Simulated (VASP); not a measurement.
Sr: single point with PBE

The system is Sr.

```
Sr
1.0
    -2.53611    2.53611    2.53611
     2.53611   -2.53611    2.53611
     2.53611    2.53611   -2.53611
Sr
1
Direct
  0.00000 0.00000 0.00000
```

This cell differs from its parent crystal: strained.

```yaml
Program: VASP 6.6.1
Task: single point
Functional: PBE
Potentials_or_basis: VASP PAW PBE potentials, release 64 (Sr_sv)
Cutoff: 520 eV
k_mesh: 12 × 12 × 12
Occupations: gaussian, width 0.1 eV
Spin: no spin polarisation
```

* Pressure: -1.6 GPa
* Band gap on the k mesh: zero (band 5 reaches 1.35 eV, above the bottom of band 6 at 1.07 eV)

Levels at points of the mesh, in eV from the Fermi level:
| k point | band 1 | band 2 | band 3 | band 4 | band 5 | band 6 | band 7 | band 8 | band 9 | band 10 |
| --- | --- | --- | --- | --- | --- | --- | --- | --- | --- | --- |
| (0.00, 0.00, 0.00) | -37.00 | -18.91 | -18.91 | -18.91 | -3.41 | 2.13 | 2.13 | 2.13 | 3.26 | 3.26 |
| (0.50, 0.00, 0.00) | -37.00 | -19.01 | -18.95 | -18.91 | -0.94 | 0.01 | 1.16 | 3.03 | 3.64 | 4.62 |
| (0.50, 0.50, 0.50) | -36.99 | -18.99 | -18.99 | -18.99 | 0.03 | 0.03 | 2.97 | 2.97 | 2.97 | 4.30 |

Wall time 32 s on 1 thread of Intel(R) Xeon(R) Platinum 8375C CPU @ 2.90GHz (Ice Lake), with other jobs on the host, peak memory 0.22 GiB.

Caveat: the cell differs from its parent crystal (strained).
